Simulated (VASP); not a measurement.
# Ni (Im-3m) in VASP: a series of runs, part 2 of 2

VASP 6.6.1. Earlier steps stand in the parts before.

### 3 Single point, LDA, collinear spin, ferromagnetic start (7.42 Å³/atom)

This run uses another cell than the first one, of 7.42 Å³/atom.

INCAR

```
PREC = Accurate
ENCUT = 520
EDIFF = 1E-7
ISMEAR = -1
SIGMA = 0.05
LREAL = F
LASPH = T
NELM = 150
ALGO = Normal
ISIF = 2
LWAVE = F
LCHARG = F
ISPIN = 2
MAGMOM = 1.5
LORBIT = 11
LMAXMIX = 4
NBANDS = 15
```

KPOINTS

```
Automatic mesh
0
Gamma
  17 17 17
```

POSCAR

```
Ni
1.0
   -1.2286065031      1.2286065031      1.2286065031
    1.2286065031     -1.2286065031      1.2286065031
    1.2286065031      1.2286065031     -1.2286065031
Ni
1
Direct
    0.0000000000      0.0000000000      0.0000000000
```

Potentials or basis: VASP PAW LDA potentials, release 64 (Ni).

Run with:

```sh
> cat potpaw_LDA.64/Ni/POTCAR > POTCAR
> mpirun -np 1 vasp_std > vasp.out
```

OUTCAR:

```text
PREC = Accurate
   ENCUT = 520
   EDIFF = 1E-7
   ISMEAR = -1
   LREAL = F
   LASPH = T
   NELM = 150
   ISIF = 2
   ISPIN = 2
   LORBIT = 11

 ion  position               nearest neighbor table
   1  0.000  0.000  0.000-

  LATTYP: Found a body centered cubic cell.
 ALAT       =     2.4572130062

  Lattice vectors:

 A1 = (  -1.2286065031,   1.2286065031,   1.2286065031)
 A2 = (   1.2286065031,  -1.2286065031,   1.2286065031)
 A3 = (   1.2286065031,   1.2286065031,  -1.2286065031)

Analysis of symmetry for initial positions (statically):
=====================================================================
 Subroutine PRICEL returns:
 Original cell was already a primitive cell.

 Routine SETGRP: Setting up the symmetry group for a
 body centered cubic supercell.

 Subroutine GETGRP returns: Found 48 space group operations
 (whereof 48 operations were pure point group operations)
 out of a pool of 48 trial point group operations.

The static configuration has the point symmetry O_h .

Analysis of symmetry for dynamics (positions and initial velocities):
=====================================================================
 Subroutine PRICEL returns:
 Original cell was already a primitive cell.

 Routine SETGRP: Setting up the symmetry group for a
 body centered cubic supercell.

 Subroutine GETGRP returns: Found 48 space group operations
 (whereof 48 operations were pure point group operations)
 out of a pool of 48 trial point group operations.

The dynamic configuration has the point symmetry O_h .

Analysis of structural, dynamic, and magnetic symmetry:
=====================================================================
 Subroutine PRICEL returns:
 Original cell was already a primitive cell.

 Routine SETGRP: Setting up the symmetry group for a
 body centered cubic supercell.

 Subroutine GETGRP returns: Found 48 space group operations
 (whereof 48 operations were pure point group operations)
 out of a pool of 48 trial point group operations.

The overall configuration has the point symmetry O_h .

 Subroutine INISYM returns: Found 48 space group operations
 (whereof 48 operations are pure point group operations),
 and found     1 'primitive' translations

----------------------------------------------------------------------------------------

                                     Primitive cell

  volume of cell :       7.4182

  direct lattice vectors                    reciprocal lattice vectors
    -1.228606503  1.228606503  1.228606503     0.000000000  0.406965126  0.406965126
     1.228606503 -1.228606503  1.228606503     0.406965126  0.000000000  0.406965126
     1.228606503  1.228606503 -1.228606503     0.406965126  0.406965126  0.000000000

  length of vectors
     2.128008886  2.128008886  2.128008886     0.575535600  0.575535600  0.575535600

  position of ions in fractional coordinates (direct lattice)
     0.000000000  0.000000000  0.000000000

  ion indices of the primitive-cell ions
   primitive index   ion index
                 1           1

----------------------------------------------------------------------------------------

 KPOINTS: Automatic mesh

Automatic generation of k-mesh.
 Grid dimensions read from file:
 generate k-points for:   17   17   17
[... 72 lines left out ...]
   POTIM  = 0.5000    time-step for ionic-motion
   TEBEG  =    0.0;   TEEND  =   0.0 temperature during run
   PSTRESS=    0.0 pullay stress
   NELECT =      10.0000    total number of electrons
   NUPDOWN=      -1.0000    fix difference up-down
   EMIN   =  10.00;   EMAX   =-10.00  energy-range for DOS
   EFERMI =   0.00;   METHOD = LEGACY
   ISMEAR =    -1;   SIGMA  =   0.05  broadening in eV -4-tet -1-fermi 0-gaus
   EFERMI_NEDOS =   21; number of points for ismear=-14 and -15
   IALGO  =     38    algorithm
   IMIX   =      4    mixing-type and parameters
     AMIX     =   0.40;   BMIX     =  1.00
     AMIX_MAG =   1.60;   BMIX_MAG =  1.00
  volume/ion in A,a.u.               =       7.42        50.06
  Fermi-wavevector in a.u.,A,eV,Ry     =   1.808459  3.417492 44.498185  3.270524
  Thomas-Fermi vector in A             =   2.867532
   LORBIT       =     11    0 simple, 1 ext, 2 COOP (PROOUT), +10 PAW based schemes
   GGA     = CA    functional components
   LHFCALC =     F    Hartree Fock is set to
   AEXX    =    0.0000 exact exchange contribution
   IVDW    =     0    specifies the selected vdW correction
   LEPSILON=     F    determine dielectric tensor
   LRPA    =     F    only Hartree local field effects (RPA)
 spin polarized calculation
  energy-cutoff  :      520.00
  volume of cell :        7.42
 maximum number of plane-waves:       212
   NGX =  7   NGY =  7   NGZ =  7

 number of electron      10.0000006 magnetization      -0.0001295

 number of electron      10.0000006 magnetization       0.0000412

 Free energy of the ion-electron system (eV)
  ---------------------------------------------------
  ext. energy  EPLUGINS =         0.00000000
  ---------------------------------------------------
  free energy    TOTEN  =        -5.52482175 eV

  energy without entropy =       -5.51608192  energy(sigma->0) =       -5.52045184

 E-fermi :  15.6235     XC(G=0): -16.0337

 val. band max:       15.6119571344   @ k =  -0.2353   0.2941   0.1176
 cond. band min:      15.6426187169   @ k =  -0.2353   0.2353   0.1765
 fundamental gap:      0.0306615825
 Fermi energy:        15.6235216606

 spin component 1

 k-point     1 :       0.0000    0.0000    0.0000
  band No.  band energies     occupation
      1       3.8757      1.00000
      2      12.3221      1.00000
      3      12.3221      1.00000
      4      12.3221      1.00000
      5      14.6538      1.00000
      6      14.6538      1.00000
      7      45.9737      0.00000
      8      45.9737      0.00000
      9      45.9737      0.00000
     10      54.3169      0.00000
     11      54.3169      0.00000
     12      58.9123      0.00000
     13      58.9123      0.00000
     14      58.9123      0.00000
[... 403 lines left out ...]
      4      14.1108      1.00000
      5      14.9388      1.00000
      6      15.4847      0.94137
      7      35.2060      0.00000
      8      36.7379      0.00000
      9      44.0294      0.00000
     10      47.8308      0.00000
     11      53.4607      0.00000
     12      57.8890      0.00000
     13      60.3961      0.00000
     14      63.4914      0.00000
     15      65.0978      0.00000

 [... further k-points ...]

 spin component 2

 k-point     1 :       0.0000    0.0000    0.0000
  band No.  band energies     occupation
      1       3.8757      1.00000
      2      12.3221      1.00000
      3      12.3221      1.00000
      4      12.3221      1.00000
      5      14.6538      1.00000
      6      14.6538      1.00000
      7      45.9736      0.00000
      8      45.9736      0.00000
      9      45.9736      0.00000
     10      54.3169      0.00000
     11      54.3169      0.00000
     12      58.9124      0.00000
     13      58.9124      0.00000
     14      58.9124      0.00000
[... 403 lines left out ...]
      4      14.1108      1.00000
      5      14.9389      1.00000
      6      15.4848      0.94131
      7      35.2060      0.00000
      8      36.7379      0.00000
      9      44.0294      0.00000
     10      47.8308      0.00000
     11      53.4607      0.00000
     12      57.8890      0.00000
     13      60.3962      0.00000
     14      63.4914      0.00000
     15      65.0978      0.00000

 [... further k-points ...]

------------------------ aborting loop because EDIFF is reached ----------------------------------------

  FORCE on cell =-STRESS in cart. coord.  units (eV):
  Direction    XX          YY          ZZ          XY          YZ          ZX
  --------------------------------------------------------------------------------------
  -------------------------------------------------------------------------------------
  Total        7.2999795      7.2999795      7.2999795      0.0000000      0.0000000      0.0000000
  in kB     1576.6445786   1576.6445786   1576.6445786      0.0000000      0.0000000      0.0000000
  external PRESSURE =    1576.6445786 kB  Pullay stress =       0.0000000 kB

 VOLUME and BASIS-vectors are now :
 -----------------------------------------------------------------------------
  energy-cutoff  :      520.00
  volume of cell :        7.42
      direct lattice vectors                 reciprocal lattice vectors
    -1.228606503  1.228606503  1.228606503     0.000000000  0.406965126  0.406965126
     1.228606503 -1.228606503  1.228606503     0.406965126  0.000000000  0.406965126
     1.228606503  1.228606503 -1.228606503     0.406965126  0.406965126  0.000000000

 POSITION                                       TOTAL-FORCE (eV/Angst)
 -----------------------------------------------------------------------------------
      0.00000      0.00000      0.00000        -0.000000     -0.000000      0.000000
 -----------------------------------------------------------------------------------
    total drift:                                0.000000      0.000000     -0.000000

  FREE ENERGIE OF THE ION-ELECTRON SYSTEM (eV)
  ---------------------------------------------------
  free  energy   TOTEN  =        -5.5248217501 eV

  energy  without entropy=       -5.5160819199  energy(sigma->0) =       -5.52045184

 total charge

# of ion       s       p       d       tot
------------------------------------------
    1        0.699   0.941   8.676  10.316

 magnetization (x)

# of ion       s       p       d       tot
------------------------------------------
    1       -0.000  -0.000   0.000   0.000
```

OSZICAR:

```text
N       E                     dE             d eps       ncg     rms          rms(c)
DAV:   1     0.316920144487E+02    0.31692E+02   -0.40651E+03 10922   0.940E+02
DAV:   2    -0.512945056367E+01   -0.36821E+02   -0.34447E+02 11195   0.173E+02
DAV:   3    -0.622870803317E+01   -0.10993E+01   -0.10909E+01 12056   0.288E+01
DAV:   4    -0.623208066296E+01   -0.33726E-02   -0.33724E-02 11840   0.156E+00
DAV:   5    -0.623209106503E+01   -0.10402E-04   -0.10403E-04 12193   0.842E-02    0.187E+01
DAV:   6    -0.562882775830E+01    0.60326E+00   -0.48676E+00 12714   0.276E+01    0.678E+00
DAV:   7    -0.555567690427E+01    0.73151E-01   -0.30485E-01 11413   0.678E+00    0.425E+00
DAV:   8    -0.552657346914E+01    0.29103E-01   -0.33009E-02 13802   0.132E+00    0.110E+00
DAV:   9    -0.552480651059E+01    0.17670E-02   -0.68581E-04 13754   0.182E-01    0.272E-01
DAV:  10    -0.552478646332E+01    0.20047E-04   -0.22217E-04 13156   0.162E-01    0.757E-02
DAV:  11    -0.552481959170E+01   -0.33128E-04   -0.74846E-05 11405   0.934E-02    0.256E-02
DAV:  12    -0.552482087029E+01   -0.12786E-05   -0.31953E-06 12033   0.215E-02    0.134E-02
DAV:  13    -0.552482193163E+01   -0.10613E-05   -0.14523E-06 13061   0.116E-02    0.763E-03
DAV:  14    -0.552482175284E+01    0.17879E-06   -0.74234E-08  8184   0.363E-03    0.932E-04
DAV:  15    -0.552482175007E+01    0.27680E-08   -0.10979E-08  5237   0.119E-03
   1 F= -.55248218E+01 E0= -.55204518E+01  d E =-.873983E-02  mag=     0.0000
```

Run time: 40 s. Hardware: 1 thread of Intel Xeon 8259CL, shared host; peak memory 0.14 GiB.

What came out:

* Free energy: -5.5248 eV
* Pressure: 157.7 GPa
* Band gap on the k mesh: zero (filled and empty bands overlap)
* Net moment: 0.00 μB per cell

Levels at points of the mesh, in eV from the Fermi level:
Spin up:
```tsv
k point	band 3	band 4	band 5	band 6	band 7	band 8
(0.00, 0.00, 0.00)	-3.30	-3.30	-0.97	-0.97	30.35	30.35
```
Spin down:
| k point | band 3 | band 4 | band 5 | band 6 | band 7 | band 8 |
| --- | --- | --- | --- | --- | --- | --- |
| (0.00, 0.00, 0.00) | -3.30 | -3.30 | -0.97 | -0.97 | 30.35 | 30.35 |

Caveat: the cell stands under pressure.

### 4 Single point, LDA, collinear spin, ferromagnetic start (8.05 Å³/atom)

This run uses another cell than the first one, of 8.05 Å³/atom.

INCAR

```
ALGO = Normal ; EDIFF = 1E-6
ENCUT = 520 ; GGA = CA
ISIF = 2 ; ISMEAR = -1
ISPIN = 2 ; LASPH = True
LCHARG = False ; LMAXMIX = 4
LORBIT = 11 ; LREAL = False
LWAVE = False ; MAGMOM = 1.5
NBANDS = 15 ; NELM = 150
PREC = Accurate ; SIGMA = 0.05
```

KPOINTS

```
k-points
0
Gamma
  17 17 17
```

POSCAR

```
Ni
1.0
   -1.2627517929      1.2627517929      1.2627517929
    1.2627517929     -1.2627517929      1.2627517929
    1.2627517929      1.2627517929     -1.2627517929
Ni
1
Direct
    0.0000000000      0.0000000000      0.0000000000
```

Potentials or basis: VASP PAW LDA potentials, release 64 (Ni).

Run with:

```sh
> cat potpaw_LDA.64/Ni/POTCAR > POTCAR
> mpirun -np 1 vasp_std > vasp.out
```

OUTCAR:

```text
EDIFF = 1E-6
   ENCUT = 520
   GGA = CA
   ISIF = 2
   ISMEAR = -1
   ISPIN = 2
   LASPH = True
   LORBIT = 11
   LREAL = False
   NELM = 150
   PREC = Accurate

 ion  position               nearest neighbor table
   1  0.000  0.000  0.000-

  LATTYP: Found a body centered cubic cell.
 ALAT       =     2.5255035858

  Lattice vectors:

 A1 = (  -1.2627517929,   1.2627517929,   1.2627517929)
[... 1075 lines left out ...]
  --------------------------------------------------------------------------------------
  -------------------------------------------------------------------------------------
  Total        4.7405097      4.7405097      4.7405097      0.0000000      0.0000000      0.0000000
  in kB      943.0216110    943.0216110    943.0216110      0.0000000      0.0000000      0.0000000
  external PRESSURE =     943.0216110 kB  Pullay stress =       0.0000000 kB

 VOLUME and BASIS-vectors are now :
 -----------------------------------------------------------------------------
  energy-cutoff  :      520.00
  volume of cell :        8.05
      direct lattice vectors                 reciprocal lattice vectors
    -1.262751793  1.262751793  1.262751793     0.000000000  0.395960634  0.395960634
     1.262751793 -1.262751793  1.262751793     0.395960634  0.000000000  0.395960634
     1.262751793  1.262751793 -1.262751793     0.395960634  0.395960634  0.000000000

 POSITION                                       TOTAL-FORCE (eV/Angst)
 -----------------------------------------------------------------------------------
      0.00000      0.00000      0.00000         0.000000      0.000000      0.000000
 -----------------------------------------------------------------------------------
    total drift:                                0.000000      0.000000      0.000000

  FREE ENERGIE OF THE ION-ELECTRON SYSTEM (eV)
  ---------------------------------------------------
  free  energy   TOTEN  =        -6.0166319379 eV

  energy  without entropy=       -6.0065175973  energy(sigma->0) =       -6.01157477

 total charge

# of ion       s       p       d       tot
------------------------------------------
    1        0.646   0.822   8.573  10.041

 magnetization (x)

# of ion       s       p       d       tot
------------------------------------------
    1       -0.000  -0.000   0.000   0.000
```

Wall time 37 s (1 thread of Intel Xeon 8259CL, shared host); peak memory 0.13 GiB.

Results:

| Quantity | Value |
| --- | --- |
| Free energy | -6.0166 eV |
| Pressure | 94.3 GPa |
| Band gap on the k mesh | zero (filled and empty bands overlap) |
| Net moment | 0.00 μB per cell |

Levels at points of the mesh, in eV from the Fermi level:
Spin up:
```csv
k point,band 1,band 2,band 3,band 4,band 5,band 6,band 7,band 8,band 9,band 10
"(0.00, 0.00, 0.00)",-11.06,-2.93,-2.93,-2.93,-0.84,-0.84,29.59,29.59,29.59,37.04
```
Spin down:
```csv
k point,band 1,band 2,band 3,band 4,band 5,band 6,band 7,band 8,band 9,band 10
"(0.00, 0.00, 0.00)",-11.06,-2.93,-2.93,-2.93,-0.84,-0.84,29.59,29.59,29.59,37.04
```

Caveat: the cell stands under pressure.

### 5 Single point, LDA, collinear spin, ferromagnetic start (8.05 Å³/atom)

This run uses another cell than the first one, of 8.05 Å³/atom.

INCAR

```
SYSTEM = Ni
  ALGO = Normal
  EDIFF = 1E-6
  ENCUT = 520
  ISIF = 2
  ISMEAR = -1
  ISPIN = 2
  LASPH = .TRUE.
  LCHARG = .FALSE.
  LMAXMIX = 4
  LORBIT = 11
  LREAL = .FALSE.
  LWAVE = .FALSE.
  MAGMOM = 1.5
  NBANDS = 15
  NELM = 150
  PREC = Accurate
  SIGMA = 0.05
```

KPOINTS

```
k-points
0
G
  17 17 17
  0 0 0
```

POSCAR is that of step 4.

Run with:

```sh
> cat potpaw_LDA.64/Ni/POTCAR > POTCAR
> mpirun -np 1 vasp_std > vasp.out
```

It took 34 s on 1 thread of Intel Xeon 8259CL, shared host; peak memory 0.14 GiB.

It converged, with:

* Free energy: -6.0166 eV
* Pressure: 94.3 GPa
* Band gap on the k mesh: zero (filled and empty bands overlap)
* Net moment: 0.00 μB per cell

Levels at points of the mesh, in eV from the Fermi level:
Spin up:
```csv
k point,band 2,band 3,band 4,band 5,band 6,band 7,band 8,band 9
"(0.00, 0.00, 0.00)",-2.93,-2.93,-2.93,-0.84,-0.84,29.59,29.59,29.59
```
Spin down:
```
           k point  band 2  band 3  band 4  band 5  band 6  band 7  band 8  band 9
(0.00, 0.00, 0.00)   -2.93   -2.93   -2.93   -0.84   -0.84   29.59   29.59   29.59
```

Caveat: the cell stands under pressure.
